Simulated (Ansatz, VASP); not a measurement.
**Two plane-wave programs on ZrH5**

```
Zr H
1.0
     3.27386    0.00000    0.00000
    -1.63693    2.83524    0.00000
     0.00000    0.00000    4.09866
Zr H
1 5
Direct
  0.00000 0.00000 0.50000
  0.33333 0.66667 0.26350
  0.66667 0.33333 0.26350
  0.00000 0.00000 0.00000
  0.33333 0.66667 0.73650
  0.66667 0.33333 0.73650
```

Change from the starting cell: species swapped into the YMg5 type (C2/m, No. 12).

Alike in both runs: task relaxation of cell and atoms; functional PBE; k mesh 12 × 12 × 8; occupations gaussian, width 0.1 eV; no spin polarisation.

|  | VASP | Ansatz |
| --- | --- | --- |
| version | VASP 6.6.1 | Ansatz 0.2.0 |
| potentials or method | VASP PAW PBE potentials, release 64 (Zr_sv, H), cutoff 600 eV | scalar-relativistic, plane waves, PAW |
| valence electrons in the cell | 17 | 17 |

Ansatz gave:

| Quantity | Value |
| --- | --- |
| gap on the k mesh at the Fermi level, each at its own relaxed structure (eV) | none |
| relaxed volume (Å³/atom) | 6.39 |
| relaxed length of the cell vector where the two differ most in proportion (Å) | 4.116 |

Q: Estimate VASP's values.

A: gap on the k mesh at the Fermi level, each at its own relaxed structure (eV): none; relaxed volume (Å³/atom): 6.39; relaxed length of the cell vector where the two differ most in proportion (Å): 4.114.

A gap of «none» marks a metal or a gap that the smearing closes.
